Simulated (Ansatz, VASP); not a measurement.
## HfSi2B4: VASP beside Ansatz

```xyz
7
Lattice="3.1797 0.0000 0.0000 0.0000 4.6024 0.0000 0.0000 0.0000 5.2671" Properties=species:S:1:pos:R:3 pbc="T T T"
Hf    1.5899    0.0000    0.0000
Si    1.5899    2.3012    3.9555
Si    1.5899    2.3012    1.3116
B     0.0000    3.7209    3.5154
B     0.0000    3.7209    1.7518
B     0.0000    0.8816    1.7518
B     0.0000    0.8816    3.5154
```

Alike in both runs: functional PBE; k mesh 10 × 8 × 6; occupations gaussian, width 0.1 eV; no spin polarisation.

Ansatz relaxed the structure, and its values are those at the end. VASP's run is a single point on that final structure, the one shown.

|  | VASP | Ansatz |
| --- | --- | --- |
| version | VASP 6.6.1 | Ansatz 0.2.0 |
| potentials or method | VASP PAW PBE potentials, release 64 (Hf_pv, Si, B), cutoff 520 eV | scalar-relativistic, plane waves, PAW |
| valence electrons in the cell | 30 | 46 |

|  | VASP | Ansatz | Ansatz less VASP |
| --- | --- | --- | --- |
| gap on the k mesh at the Fermi level (eV) | none | none | - |
| pressure (GPa) | 0.0 | 0.0 | 0.00 |
| rms of the force components (eV/Å) | 0.003 | 0.003 | 0.0000 |

A gap of «none» marks a metal or a gap that the smearing closes. VASP's potentials hold 30 valence electrons a cell and Ansatz's 46, so a difference there can come from the potentials and not from the codes.

Neither program's run includes spin-orbit coupling.
